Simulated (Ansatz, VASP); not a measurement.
# Two plane-wave programs on WS2

Contents of INCAR:

```
PREC = Accurate ; ENCUT = 520
EDIFF = 1E-6 ; ISMEAR = 0
SIGMA = 0.05 ; LREAL = False
LASPH = True ; NELM = 100
ALGO = Normal ; ISIF = 2
LWAVE = False ; LCHARG = False
LDIPOL = True ; IDIPOL = 3
DIPOL = 0.5 0.5 0.390 ; GGA = PE
IVDW = 12 ; NBANDS = 35
```

File KPOINTS:

```
Automatic mesh
0
Gamma
  9 9 1
```

File POSCAR:

```
WS2
1.0
    3.1595456682      0.0000000000      0.0000000000
   -1.5797728341      2.7362468131      0.0000000000
    0.0000000000      0.0000000000     23.8042574330
S W
4 2
Direct
    0.3333333333      0.6666666667      0.1890418137
    0.3333333333      0.6666666667      0.3214605092
    0.5000000000      1.3333333333      0.4575706151
    0.5000000000      1.3333333333      0.5899893106
    0.6666666667      0.3333333333      0.2552511584
    0.1666666667      1.6666666667      0.5237799598
```

Input for Ansatz:

```yaml
crystal:
  lattice:
    - [3.1595456682, 0.0, 0.0]
    - [-1.5797728341, 2.7362468131, 0.0]
    - [0.0, 0.0, 23.804257433]
  atoms:
    - { symbol: S, position: [0.3333333333, 0.6666666667, 0.1890418137] }
    - { symbol: W, position: [0.6666666667, 0.3333333333, 0.2552511584] }
    - { symbol: S, position: [0.3333333333, 0.6666666667, 0.3214605092] }
    - { symbol: S, position: [0.5, 1.3333333333, 0.4575706151] }
    - { symbol: W, position: [0.1666666667, 1.6666666667, 0.5237799598] }
    - { symbol: S, position: [0.5, 1.3333333333, 0.5899893106] }
basis:
  ecutwfc: 420
kpoints:
  mp_grid: { grid: [9, 9, 1] }
hamiltonian:
  xc: pbe
  pseudopotentials: { kind: paw, azcp: { folder: soft_1 } }
  dispersion: d3bj
scf:
  occupations: { method: gaussian, width: 0.05 }
output:
  forces: true
  eigenvalues: true
efield:
  axis: 3
  dipole_correction: true
  ramp_width: 0.04
```

Alike in both runs: task single point; functional PBE; dispersion D3(BJ); k mesh 9 × 9 × 1; occupations gaussian, width 0.05 eV; no spin polarisation.

|  | VASP | Ansatz |
| --- | --- | --- |
| version | VASP 6.6.1 | Ansatz 0.2.0 |
| potentials or method | VASP PAW PBE potentials, release 64 (S, W_sv), cutoff 520 eV | scalar-relativistic, plane waves, PAW |
| valence electrons in the cell | 52 | 52 |

|  | VASP | Ansatz | Ansatz less VASP |
| --- | --- | --- | --- |
| gap on the k mesh at the Fermi level (eV) | 1.65 | 1.64 | -0.010 |
| least direct gap on the mesh (eV) | 1.89 | 1.89 | -0.003 |
| rms of the force components (eV/Å) | 0.020 | 0.020 | 0.0000 |

Spin-orbit coupling is off throughout.
